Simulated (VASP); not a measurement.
# Ta (Immm) in VASP: notebook

Ta is run at these levels: PBEsol; tasks: single point.

Program: VASP 6.6.1. These are calculated values, not measurements. Logs are shortened: lines on timing, memory, paths and dates and some standing lists are left out, and cuts for length are marked.

## (1) The cell of the first run

Symmetry: Immm, No. 71, orthorhombic system. Conventional cell: a = 3.203 Å, b = 3.303 Å, c = 3.402 Å, α = 90.00°, β = 90.00°, γ = 90.00°. Ta (site symmetry mmm) has 14 Ta at 2.86 to 3.40 Å within 3.8 Å.

## (2) Single point, PBEsol (strain +0.0300 x Voigt [1, -1, 0, 0, 0, 0])

Contents of INCAR:

```
SYSTEM = Ta
PREC = Accurate
ENCUT = 520
EDIFF = 1E-6
ISMEAR = 0
SIGMA = 0.15
LREAL = .FALSE.
LASPH = .TRUE.
NELM = 100
ALGO = Fast
ISIF = 2
LWAVE = .FALSE.
LCHARG = .FALSE.
GGA = PS
NBANDS = 12
```

Contents of KPOINTS:

```
regular mesh
0
G
  20 20 20
  0 0 0
```

Contents of POSCAR:

```
Ta
1.0
   -1.7008184000      1.6017416000      1.6512800000
    1.7008184000     -1.6017416000      1.6512800000
    1.7008184000      1.6017416000     -1.6512800000
Ta
1
Direct
    0.0000000000      0.0000000000      0.0000000000
```

Potentials or basis: VASP PAW PBE potentials, release 64 (Ta_pv).

Launch:

```console
$ cat potpaw_PBE.64/Ta_pv/POTCAR > POTCAR
$ mpirun -np 1 vasp_std > vasp.out
```

OUTCAR:

```text
SYSTEM = Ta
   PREC = Accurate
   ENCUT = 520
   EDIFF = 1E-6
   ISMEAR = 0
   LREAL = .FALSE.
   LASPH = .TRUE.
   NELM = 100
   ISIF = 2
   GGA = PS

 ion  position               nearest neighbor table
   1  0.000  0.000  0.000-

  LATTYP: Found a body centered orthorhombic cell.
 ALAT       =     3.2034832000
 B/A-ratio  =     1.0309278351
 C/A-ratio  =     1.0618556701

  Lattice vectors:

 A1 = (  -1.7008184000,  -1.6017416000,  -1.6512800000)
 A2 = (  -1.7008184000,   1.6017416000,   1.6512800000)
 A3 = (   1.7008184000,   1.6017416000,  -1.6512800000)

Analysis of symmetry for initial positions (statically):
=====================================================================
 Subroutine PRICEL returns:
 Original cell was already a primitive cell.

 Routine SETGRP: Setting up the symmetry group for a
 body centered orthorhombic supercell.

 Subroutine GETGRP returns: Found  8 space group operations
 (whereof  8 operations were pure point group operations)
 out of a pool of  8 trial point group operations.

The static configuration has the point symmetry D_2h.

Analysis of symmetry for dynamics (positions and initial velocities):
=====================================================================
 Subroutine PRICEL returns:
 Original cell was already a primitive cell.

 Routine SETGRP: Setting up the symmetry group for a
 body centered orthorhombic supercell.

 Subroutine GETGRP returns: Found  8 space group operations
 (whereof  8 operations were pure point group operations)
 out of a pool of  8 trial point group operations.

The dynamic configuration has the point symmetry D_2h.

 Subroutine INISYM returns: Found  8 space group operations
 (whereof  8 operations are pure point group operations),
 and found     1 'primitive' translations

----------------------------------------------------------------------------------------

                                     Primitive cell

  volume of cell :      17.9941

  direct lattice vectors                    reciprocal lattice vectors
    -1.700818400  1.601741600  1.651280000     0.000000000  0.312160214  0.302795407
     1.700818400 -1.601741600  1.651280000     0.293976123  0.000000000  0.302795407
     1.700818400  1.601741600 -1.651280000     0.293976123  0.312160214  0.000000000

  length of vectors
     2.860958759  2.860958759  2.860958759     0.434889707  0.422027274  0.428795942

  position of ions in fractional coordinates (direct lattice)
     0.000000000  0.000000000  0.000000000

  ion indices of the primitive-cell ions
   primitive index   ion index
                 1           1

----------------------------------------------------------------------------------------

 KPOINTS: regular mesh

Automatic generation of k-mesh.
 Grid dimensions read from file:
 generate k-points for:   20   20   20

 Generating k-lattice:

  Cartesian coordinates                     Fractional coordinates (reciprocal lattice)
     0.000000000  0.015608011  0.015139770     0.050000000  0.000000000 -0.000000000
     0.014698806  0.000000000  0.015139770     0.000000000  0.050000000  0.000000000
     0.014698806  0.015608011  0.000000000    -0.000000000  0.000000000  0.050000000

  Length of vectors
     0.021744485  0.021101364  0.021439797

  Shift w.r.t. Gamma in fractional coordinates (k-lattice)
     0.000000000  0.000000000  0.000000000

 Subroutine IBZKPT returns following result:
 ===========================================

 Found   1166 irreducible k-points:

 Following reciprocal coordinates:
            Coordinates               Weight
  0.000000  0.000000  0.000000      1.000000
  0.050000  0.000000 -0.000000      4.000000
  0.100000  0.000000  0.000000      4.000000
  0.150000  0.000000  0.000000      4.000000
  0.200000  0.000000  0.000000      4.000000
  0.250000  0.000000  0.000000      4.000000
[... 16 lines left out ...]
 -0.450000  0.050000  0.000000      8.000000
 -0.400000  0.050000  0.000000      8.000000
 [... further k-points ...]
   k-points           NKPTS =   1166   k-points in BZ     NKDIM =   1166   number of bands    NBANDS=     12
   number of dos      NEDOS =    301   number of ions     NIONS =      1
   total plane-waves  NPLWV =  13824
   dimension x,y,z NGX =    24 NGY =   24 NGZ =   24
   dimension x,y,z NGXF=    48 NGYF=   48 NGZF=   48
   ions per type =               1
   NGX,Y,Z   is equivalent  to a cutoff of  13.95, 13.95, 13.95 a.u.
   NGXF,Y,Z  is equivalent  to a cutoff of  27.89, 27.89, 27.89 a.u.
 SYSTEM =  Ta
   PREC   = accura    normal or accurate (medium, high low for compatibility)
   ISTART =      0    job   : 0-new  1-cont  2-samecut
   ICHARG =      2    charge: 1-file 2-atom 10-const
   ISPIN  =      1    spin polarized calculation?
   LNONCOLLINEAR =      F non collinear calculations
   LSORBIT =      F    spin-orbit coupling
   LASPH  =      T    aspherical Exc in radial PAW
   ENCUT  =  520.0 eV  38.22 Ry    6.18 a.u.   5.32  5.32  5.32*2*pi/ulx,y,z
   NELM   =    100;   NELMIN=  2; NELMDL= -5     # of ELM steps
   EDIFF  = 0.1E-05   stopping-criterion for ELM
   LREAL  =      F    real-space projection
   EDIFFG = 0.1E-04   stopping-criterion for IOM
   NSW    =      0    number of steps for IOM
   IBRION =     -1    ionic relax: 0-MD 1-quasi-New 2-CG
   NFREE  =      0    steps in history (QN), initial steepest desc. (CG)
   ISIF   =      2    stress and relaxation
   ISYM   =      2    0-nonsym 1-usesym 2-fastsym
   POTIM  = 0.5000    time-step for ionic-motion
   TEBEG  =    0.0;   TEEND  =   0.0 temperature during run
   PSTRESS=    0.0 pullay stress
   NELECT =      11.0000    total number of electrons
   NUPDOWN=      -1.0000    fix difference up-down
   EMIN   =  10.00;   EMAX   =-10.00  energy-range for DOS
   EFERMI =   0.00;   METHOD = LEGACY
   ISMEAR =     0;   SIGMA  =   0.15  broadening in eV -4-tet -1-fermi 0-gaus
   EFERMI_NEDOS =   21; number of points for ismear=-14 and -15
   IALGO  =     68    algorithm
   IMIX   =      4    mixing-type and parameters
     AMIX     =   0.40;   BMIX     =  1.00
     AMIX_MAG =   1.60;   BMIX_MAG =  1.00
  volume/ion in A,a.u.               =      17.99       121.43
  Fermi-wavevector in a.u.,A,eV,Ry     =   1.389404  2.625594 26.265295  1.930445
  Thomas-Fermi vector in A             =   2.513438
   LORBIT       =      0    0 simple, 1 ext, 2 COOP (PROOUT), +10 PAW based schemes
   GGA     = PS    functional components
   LHFCALC =     F    Hartree Fock is set to
   AEXX    =    0.0000 exact exchange contribution
   IVDW    =     0    specifies the selected vdW correction
   LEPSILON=     F    determine dielectric tensor
   LRPA    =     F    only Hartree local field effects (RPA)
 non-spin polarized calculation
 RMM-DIIS sequential band-by-band and
 Gauss-broadening in eV      SIGMA  =   0.15
  energy-cutoff  :      520.00
  volume of cell :       17.99
 maximum number of plane-waves:       496
 NGX is ok and might be reduce to    24
   NGX = 11   NGY = 11   NGZ = 11

 number of electron      11.0000000 magnetization

 Free energy of the ion-electron system (eV)
  ---------------------------------------------------
  ext. energy  EPLUGINS =         0.00000000
  ---------------------------------------------------
  free energy    TOTEN  =       -12.54380573 eV

  energy without entropy =      -12.52883408  energy(sigma->0) =      -12.53631990

 E-fermi :   5.3318     XC(G=0): -12.7331

 val. band max:        5.3298714113   @ k =  -0.1000   0.2000  -0.0000
 cond. band min:       5.3319035473   @ k =  -0.2000  -0.4500   0.1500
 fundamental gap:      0.0020321360
 Fermi energy:         5.3318227701

 k-point     1 :       0.0000    0.0000    0.0000
  band No.  band energies     occupation
      1     -27.6995      2.00000
      2     -27.6957      2.00000
      3     -27.6859      2.00000
      4      -2.6039      2.00000
      5       5.6870      0.00081
      6       6.0942      0.00000
      7       6.4457      0.00000
      8       8.8408      0.00000
      9       9.7452      0.00000
     10      19.8736      0.00000
     11      20.3821      0.00000
     12      20.9629      0.00000

 k-point     2 :       0.0500    0.0000   -0.0000
  band No.  band energies     occupation
      1     -27.7229      2.00000
      2     -27.7098      2.00000
      3     -27.6912      2.00000
      4      -2.4875      2.00000
      5       5.6858      0.00085
      6       6.1246      0.00000
      7       6.4127      0.00000
      8       8.8463      0.00000
      9       9.6270      0.00000
     10      20.0837      0.00000
     11      20.5793      0.00000
     12      21.1668      0.00000

 k-point     3 :       0.1000    0.0000    0.0000
  band No.  band energies     occupation
      1     -27.8129      2.00000
      2     -27.7398      2.00000
      3     -27.6947      2.00000
      4      -2.1479      2.00000
      5       5.5391      0.05065
      6       6.2887      0.00000
      7       6.3742      0.00000
      8       8.8642      0.00000
      9       9.3782      0.00000
     10      20.6948      0.00000
     11      20.9683      0.00000
     12      21.8225      0.00000
[... 286 lines left out ...]
 k-point    23 :      -0.4500    0.0500    0.0000
  band No.  band energies     occupation
      1     -28.8020      2.00000
      2     -28.0924      2.00000
      3     -27.7421      2.00000
      4       1.0331      2.00000
      5       3.5357      2.00000
      6       6.4166      0.00000
      7       9.5836      0.00000
      8      10.5343      0.00000
      9      12.5074      0.00000
     10      17.7271      0.00000
     11      17.8589      0.00000
     12      20.0139      0.00000

 k-point    24 :      -0.4000    0.0500    0.0000
  band No.  band energies     occupation
      1     -28.7053      2.00000
      2     -28.0541      2.00000
      3     -27.7387      2.00000
      4       0.9630      2.00000
      5       3.7134      2.00000
      6       5.7604      0.00005
      7       9.4498      0.00000
      8      10.3160      0.00000
      9      11.4500      0.00000
     10      18.4829      0.00000
     11      18.9797      0.00000
     12      20.0300      0.00000

 [... further k-points ...]

------------------------ aborting loop because EDIFF is reached ----------------------------------------

  FORCE on cell =-STRESS in cart. coord.  units (eV):
  Direction    XX          YY          ZZ          XY          YZ          ZX
  --------------------------------------------------------------------------------------
  -------------------------------------------------------------------------------------
  Total       -0.7255562      0.0062351     -0.3617993      0.0000000     -0.0000000      0.0000000
  in kB      -64.6026818      0.5551703    -32.2141877      0.0000000     -0.0000000      0.0000000
  external PRESSURE =     -32.0872330 kB  Pullay stress =       0.0000000 kB

 VOLUME and BASIS-vectors are now :
 -----------------------------------------------------------------------------
  energy-cutoff  :      520.00
  volume of cell :       17.99
      direct lattice vectors                 reciprocal lattice vectors
    -1.700818400  1.601741600  1.651280000     0.000000000  0.312160214  0.302795407
     1.700818400 -1.601741600  1.651280000     0.293976123  0.000000000  0.302795407
     1.700818400  1.601741600 -1.651280000     0.293976123  0.312160214  0.000000000

 POSITION                                       TOTAL-FORCE (eV/Angst)
 -----------------------------------------------------------------------------------
      0.00000      0.00000      0.00000        -0.000000     -0.000000      0.000000
 -----------------------------------------------------------------------------------
    total drift:                               -0.000000      0.000000      0.000000

  FREE ENERGIE OF THE ION-ELECTRON SYSTEM (eV)
  ---------------------------------------------------
  free  energy   TOTEN  =       -12.5438057252 eV

  energy  without entropy=      -12.5288340843  energy(sigma->0) =      -12.53631990
```

Wall time 2 min (1 thread of Intel Xeon Platinum 8488C (Sapphire Rapids), shared host); peak memory 0.34 GiB.

Results:

| Property | Result |
| --- | --- |
| Free energy | -12.5438 eV |
| Pressure | -3.2 GPa |
| Band gap on the k mesh | zero (an odd number of electrons rules out a gap without spin polarisation) |

Caveat: the cell differs from its parent crystal (strain +0.0300 x Voigt [1, -1, 0, 0, 0, 0]); the cell stands under tension; the PAW data sets were made with another functional, which shifts forces and pressure a little; spin-orbit coupling is left out, which moves the levels of the heavy elements.

[end of part 1 of 2]
